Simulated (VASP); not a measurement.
Crystal: TaN.

```
CELL_PARAMETERS angstrom
2.93800 0.00000 0.00000
-1.46900 2.54438 0.00000
0.00000 0.00000 2.88300
ATOMIC_POSITIONS crystal
Ta 0.33333 0.66667 0.50000
N 0.00000 0.00000 0.00000
```

```yaml
Program: VASP 6.6.1
Task: relaxation of cell and atoms
Functional: PBEsol
Dispersion: D3(BJ)
Potentials_or_basis: VASP PAW PBE potentials, release 64 (Ta_pv, N)
Cutoff: 600 eV
k_mesh: 13 × 13 × 12
Occupations: fermi-dirac, width 0.1 eV
Spin: no spin polarisation
```

At the start: pressure -11.1 GPa; volume 10.78 Å³/atom.

Task: Where does the relaxation end?

Result: Over 10 steps the energy falls by 11.9 meV/atom and the volume is 10.44 Å³/atom (-3.1 %); space group P-6m2 (No. 187, to 0.1 Å) before and after.

The path:
| step | energy change (eV) | largest force (eV/Å) | pressure (GPa) | volume (Å³) |
| --- | --- | --- | --- | --- |
| 1 | 0.0000 | 0.0000 | -11.12 | 21.55 |
| 2 | 0.1426 | 0.0000 | 35.92 | 19.30 |
| 3 | -0.0236 | 0.0000 | -0.36 | 20.91 |
| 4 | -0.0236 | 0.0000 | -0.04 | 20.89 |
| 5 | -0.0236 | 0.0000 | 0.20 | 20.88 |
| 6 | -0.0236 | 0.0000 | 0.23 | 20.87 |
| 7 | -0.0237 | 0.0000 | 0.21 | 20.88 |
| 8 | -0.0237 | 0.0000 | 0.21 | 20.88 |
| 9 | -0.0237 | 0.0000 | -0.38 | 20.91 |
| 10 | -0.0237 | 0.0000 | 0.01 | 20.89 |

Final structure:
```yaml
crystal:
  lattice:
    - [2.90576, 0.00000, 0.00000]
    - [-1.45288, 2.51646, 0.00000]
    - [0.00000, 0.00000, 2.85647]
  atoms:
    - { symbol: Ta, position: [0.33333, 0.66667, 0.50000] }
    - { symbol: N, position: [0.00000, 0.00000, 0.00000] }
```

Caveat: the PAW data sets were made with another functional, which shifts forces and pressure a little.
